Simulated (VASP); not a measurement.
# ZnAu (P4/mmm) in VASP: further runs

Runs on ZnAu. Level: PBEsol. Tasks: single point.

All numbers are computed with VASP 6.6.1; they aren't measurements. Logs are shortened: lines on timing, memory, paths and dates and some standing lists are left out, and cuts for length are marked.

## (1) The cell of the first run

Symmetry: P4/mmm, No. 123, tetragonal system. Conventional cell: a = 3.633 Å, b = 3.633 Å, c = 2.361 Å, α = 90.00°, β = 90.00°, γ = 90.00°. Within 3.1 Å of Zn (site symmetry 4/mmm) lie 2 Zn at 2.36 Å and 8 Au at 2.83 Å. Au (site symmetry 4/mmm) has 2 Au at 2.36 Å and 8 Zn at 2.83 Å within 3.1 Å.

## (2) Single point, PBEsol

INCAR

```
SYSTEM = ZnAu
  ALGO = Fast
  EDIFF = 1E-6
  ENCUT = 520
  GGA = PS
  ISIF = 2
  ISMEAR = 0
  LASPH = .True.
  LCHARG = .False.
  LREAL = .False.
  LWAVE = .False.
  NBANDS = 18
  NELM = 100
  PREC = Accurate
  SIGMA = 0.15
```

KPOINTS

```
k-points
0
Gamma
  16 16 16
  0 0 0
```

POSCAR

```
ZnAu
1.0
    3.6329461238      0.0000000000      0.0000000000
    0.0000000000      3.6329461238      0.0000000000
    0.0000000000      0.0000000000      2.3614149804
Zn Au
1 1
Direct
    0.5000000000      0.5000000000      0.5000000000
    0.0000000000      0.0000000000      0.0000000000
```

Potentials or basis: VASP PAW PBE potentials, release 64 (Zn, Au).

Started as:

```sh
$ cat potpaw_PBE.64/Zn/POTCAR potpaw_PBE.64/Au/POTCAR > POTCAR
$ mpirun -np 1 vasp_std > vasp.out
```

OUTCAR:

```text
SYSTEM = ZnAu
   EDIFF = 1E-6
   ENCUT = 520
   GGA = PS
   ISIF = 2
   ISMEAR = 0
   LASPH = .True.
   LREAL = .False.
   NELM = 100
   PREC = Accurate

 ion  position               nearest neighbor table
   1  0.500  0.500  0.500-   2 2.83   2 2.83   2 2.83   2 2.83   2 2.83   2 2.83   2 2.83   2 2.83

   2  0.000  0.000  0.000-   1 2.83   1 2.83   1 2.83   1 2.83   1 2.83   1 2.83   1 2.83   1 2.83

  LATTYP: Found a simple tetragonal cell.
 ALAT       =     3.6329461238
 C/A-ratio  =     0.6500000000

  Lattice vectors:

 A1 = (   3.6329461238,   0.0000000000,   0.0000000000)
 A2 = (   0.0000000000,   3.6329461238,   0.0000000000)
 A3 = (   0.0000000000,   0.0000000000,   2.3614149804)

Analysis of symmetry for initial positions (statically):
=====================================================================
 Subroutine PRICEL returns:
 Original cell was already a primitive cell.

 Routine SETGRP: Setting up the symmetry group for a
 simple tetragonal supercell.

 Subroutine GETGRP returns: Found 16 space group operations
 (whereof 16 operations were pure point group operations)
 out of a pool of 16 trial point group operations.

The static configuration has the point symmetry D_4h.

Analysis of symmetry for dynamics (positions and initial velocities):
=====================================================================
 Subroutine PRICEL returns:
 Original cell was already a primitive cell.

 Routine SETGRP: Setting up the symmetry group for a
 simple tetragonal supercell.

 Subroutine GETGRP returns: Found 16 space group operations
 (whereof 16 operations were pure point group operations)
 out of a pool of 16 trial point group operations.

The dynamic configuration has the point symmetry D_4h.

 Subroutine INISYM returns: Found 16 space group operations
 (whereof 16 operations are pure point group operations),
 and found     1 'primitive' translations

----------------------------------------------------------------------------------------

                                     Primitive cell

  volume of cell :      31.1667

  direct lattice vectors                    reciprocal lattice vectors
     3.632946124  0.000000000  0.000000000     0.275258693  0.000000000  0.000000000
     0.000000000  3.632946124  0.000000000     0.000000000  0.275258693  0.000000000
     0.000000000  0.000000000  2.361414980     0.000000000  0.000000000  0.423474912

  length of vectors
     3.632946124  3.632946124  2.361414980     0.275258693  0.275258693  0.423474912

  position of ions in fractional coordinates (direct lattice)
     0.500000000  0.500000000  0.500000000
     0.000000000  0.000000000  0.000000000

  ion indices of the primitive-cell ions
   primitive index   ion index
                 1           1
                 2           2

----------------------------------------------------------------------------------------

 KPOINTS: k-points

Automatic generation of k-mesh.
 Grid dimensions read from file:
 generate k-points for:   16   16   16

 Generating k-lattice:

  Cartesian coordinates                     Fractional coordinates (reciprocal lattice)
     0.017203668  0.000000000  0.000000000     0.062500000  0.000000000  0.000000000
     0.000000000  0.017203668  0.000000000     0.000000000  0.062500000  0.000000000
     0.000000000  0.000000000  0.026467182     0.000000000  0.000000000  0.062500000

  Length of vectors
     0.017203668  0.017203668  0.026467182

  Shift w.r.t. Gamma in fractional coordinates (k-lattice)
     0.000000000  0.000000000  0.000000000

 Subroutine IBZKPT returns following result:
 ===========================================

 Found    405 irreducible k-points:

 Following reciprocal coordinates:
            Coordinates               Weight
  0.000000  0.000000  0.000000      1.000000
  0.062500  0.000000  0.000000      4.000000
  0.125000  0.000000  0.000000      4.000000
  0.187500  0.000000  0.000000      4.000000
  0.250000  0.000000  0.000000      4.000000
  0.312500  0.000000  0.000000      4.000000
[... 16 lines left out ...]
  0.437500  0.125000  0.000000      8.000000
  0.500000  0.125000  0.000000      4.000000
 [... further k-points ...]
   k-points           NKPTS =    405   k-points in BZ     NKDIM =    405   number of bands    NBANDS=     18
   number of dos      NEDOS =    301   number of ions     NIONS =      2
   total plane-waves  NPLWV =  14112
   dimension x,y,z NGX =    28 NGY =   28 NGZ =   18
   dimension x,y,z NGXF=    56 NGYF=   56 NGZF=   36
   ions per type =               1   1
   NGX,Y,Z   is equivalent  to a cutoff of  12.81, 12.81, 12.67 a.u.
   NGXF,Y,Z  is equivalent  to a cutoff of  25.63, 25.63, 25.34 a.u.
 SYSTEM =  ZnAu
   PREC   = accura    normal or accurate (medium, high low for compatibility)
   ISTART =      0    job   : 0-new  1-cont  2-samecut
   ICHARG =      2    charge: 1-file 2-atom 10-const
   ISPIN  =      1    spin polarized calculation?
   LNONCOLLINEAR =      F non collinear calculations
   LSORBIT =      F    spin-orbit coupling
   LASPH  =      T    aspherical Exc in radial PAW
   ENCUT  =  520.0 eV  38.22 Ry    6.18 a.u.   6.75  6.75  4.39*2*pi/ulx,y,z
   NELM   =    100;   NELMIN=  2; NELMDL= -5     # of ELM steps
   EDIFF  = 0.1E-05   stopping-criterion for ELM
   LREAL  =      F    real-space projection
   EDIFFG = 0.1E-04   stopping-criterion for IOM
   NSW    =      0    number of steps for IOM
   IBRION =     -1    ionic relax: 0-MD 1-quasi-New 2-CG
   NFREE  =      0    steps in history (QN), initial steepest desc. (CG)
   ISIF   =      2    stress and relaxation
   ISYM   =      2    0-nonsym 1-usesym 2-fastsym
   POTIM  = 0.5000    time-step for ionic-motion
   TEBEG  =    0.0;   TEEND  =   0.0 temperature during run
   PSTRESS=    0.0 pullay stress
   NELECT =      23.0000    total number of electrons
   NUPDOWN=      -1.0000    fix difference up-down
   EMIN   =  10.00;   EMAX   =-10.00  energy-range for DOS
   EFERMI =   0.00;   METHOD = LEGACY
   ISMEAR =     0;   SIGMA  =   0.15  broadening in eV -4-tet -1-fermi 0-gaus
   EFERMI_NEDOS =   21; number of points for ismear=-14 and -15
   IALGO  =     68    algorithm
   IMIX   =      4    mixing-type and parameters
     AMIX     =   0.40;   BMIX     =  1.00
     AMIX_MAG =   1.60;   BMIX_MAG =  1.00
  volume/ion in A,a.u.               =      15.58       105.16
  Fermi-wavevector in a.u.,A,eV,Ry     =   1.479406  2.795672 29.778283  2.188642
  Thomas-Fermi vector in A             =   2.593568
   LORBIT       =      0    0 simple, 1 ext, 2 COOP (PROOUT), +10 PAW based schemes
   GGA     = PS    functional components
   LHFCALC =     F    Hartree Fock is set to
   AEXX    =    0.0000 exact exchange contribution
   IVDW    =     0    specifies the selected vdW correction
   LEPSILON=     F    determine dielectric tensor
   LRPA    =     F    only Hartree local field effects (RPA)
 non-spin polarized calculation
 RMM-DIIS sequential band-by-band and
 Gauss-broadening in eV      SIGMA  =   0.15
  energy-cutoff  :      520.00
  volume of cell :       31.17
 maximum number of plane-waves:       872
 NGX is ok and might be reduce to    28
   NGX = 13   NGY = 13   NGZ =  9

 number of electron      22.9999974 magnetization

 Free energy of the ion-electron system (eV)
  ---------------------------------------------------
  ext. energy  EPLUGINS =         0.00000000
  ---------------------------------------------------
  free energy    TOTEN  =        -4.94957347 eV

  energy without entropy =       -4.94281499  energy(sigma->0) =       -4.94619423

 E-fermi :   6.7322     XC(G=0): -12.4461

 val. band max:        6.7248485284   @ k =   0.1875   0.0000   0.1250
 cond. band min:       6.7367027123   @ k =   0.3750   0.0000   0.5000
 fundamental gap:      0.0118541839
 Fermi energy:         6.7321601964

 k-point     1 :       0.0000    0.0000    0.0000
  band No.  band energies     occupation
      1      -3.9018      2.00000
      2      -2.1626      2.00000
      3      -1.2372      2.00000
      4      -1.0579      2.00000
      5      -1.0262      2.00000
      6      -0.1713      2.00000
[... 10 lines left out ...]
     17      19.7452      0.00000
     18      23.6446      0.00000

 k-point     2 :       0.0625    0.0000    0.0000
  band No.  band energies     occupation
      1      -3.8577      2.00000
      2      -2.1571      2.00000
      3      -1.2216      2.00000
      4      -1.0560      2.00000
      5      -1.0181      2.00000
      6      -0.1714      2.00000
[... 10 lines left out ...]
     17      19.5716      0.00000
     18      23.7145      0.00000

 k-point     3 :       0.1250    0.0000    0.0000
  band No.  band energies     occupation
      1      -3.7280      2.00000
      2      -2.1413      2.00000
      3      -1.1767      2.00000
      4      -1.0484      2.00000
      5      -0.9942      2.00000
      6      -0.1715      2.00000
[... 10 lines left out ...]
     17      19.1728      0.00000
     18      23.9231      0.00000

 k-point     4 :       0.1875    0.0000    0.0000
  band No.  band energies     occupation
      1      -3.5220      2.00000
      2      -2.1162      2.00000
      3      -1.1102      2.00000
      4      -1.0267      2.00000
      5      -0.9559      2.00000
      6      -0.1716      2.00000
[... 375 lines left out ...]
      4      -0.8009      2.00000
      5      -0.5110      2.00000
      6      -0.1764      2.00000
[... 10 lines left out ...]
     17      21.6760      0.00000
     18      26.1965      0.00000

 k-point    23 :       0.4375    0.1250    0.0000
  band No.  band energies     occupation
      1      -2.5241      2.00000
      2      -1.9920      2.00000
      3      -0.8302      2.00000
      4      -0.7682      2.00000
      5      -0.2141      2.00000
      6      -0.1758      2.00000
[... 10 lines left out ...]
     17      22.8475      0.00000
     18      26.0094      0.00000

 k-point    24 :       0.5000    0.1250    0.0000
  band No.  band energies     occupation
      1      -2.4745      2.00000
      2      -1.9832      2.00000
      3      -0.8071      2.00000
      4      -0.7605      2.00000
      5      -0.1756      2.00000
      6      -0.1618      2.00000
[... 10 lines left out ...]
     17      23.4567      0.00000
     18      25.7662      0.00000

 [... further k-points ...]
[... 5 lines left out ...]
  --------------------------------------------------------------------------------------
  -------------------------------------------------------------------------------------
  Total       -0.7567090     -0.7567090     13.8774121      0.0000000      0.0000000      0.0000000
  in kB      -38.8999688    -38.8999688    713.3929900      0.0000000      0.0000000      0.0000000
  external PRESSURE =     211.8643508 kB  Pullay stress =       0.0000000 kB

 VOLUME and BASIS-vectors are now :
 -----------------------------------------------------------------------------
  energy-cutoff  :      520.00
  volume of cell :       31.17
      direct lattice vectors                 reciprocal lattice vectors
     3.632946124  0.000000000  0.000000000     0.275258693  0.000000000  0.000000000
     0.000000000  3.632946124  0.000000000     0.000000000  0.275258693  0.000000000
     0.000000000  0.000000000  2.361414980     0.000000000  0.000000000  0.423474912

 POSITION                                       TOTAL-FORCE (eV/Angst)
 -----------------------------------------------------------------------------------
      1.81647      1.81647      1.18071         0.000000      0.000000      0.000000
      0.00000      0.00000      0.00000         0.000000      0.000000      0.000000
 -----------------------------------------------------------------------------------
    total drift:                                0.000000      0.000000      0.000000

  FREE ENERGIE OF THE ION-ELECTRON SYSTEM (eV)
  ---------------------------------------------------
  free  energy   TOTEN  =        -4.9495734700 eV

  energy  without entropy=       -4.9428149858  energy(sigma->0) =       -4.94619423
```

Run time: 2.9 min. Hardware: 1 thread of AMD EPYC 9R45 (Zen 5), shared host; peak memory 0.3 GiB.

Results:

| Quantity | Value |
| --- | --- |
| Free energy | -4.9496 eV |
| Pressure | 21.2 GPa |

Levels at points of the mesh, in eV from the Fermi level:
| k point | band 10 | band 11 | band 12 | band 13 | band 14 | band 15 |
| --- | --- | --- | --- | --- | --- | --- |
| (0.00, 0.00, 0.00) | -2.16 | -2.16 | 1.47 | 1.47 | 4.41 | 9.46 |
| (0.50, 0.00, 0.00) | -3.86 | -2.30 | -2.18 | 6.42 | 6.64 | 7.05 |
| (0.50, 0.50, 0.00) | -3.13 | -2.23 | -2.23 | -1.88 | 0.07 | 17.17 |
| (0.00, 0.00, 0.50) | -3.86 | -1.71 | 2.23 | 10.25 | 10.34 | 10.54 |
| (0.50, 0.00, 0.50) | -2.40 | -0.87 | 0.49 | 4.00 | 6.11 | 9.19 |
| (0.50, 0.50, 0.50) | -2.08 | 3.14 | 3.35 | 4.22 | 5.41 | 5.41 |

Caveat: the PAW data sets were made with another functional, which shifts forces and pressure a little; spin-orbit coupling is left out, which moves the levels of the heavy elements.

(Part 1 of 2 ends here.)
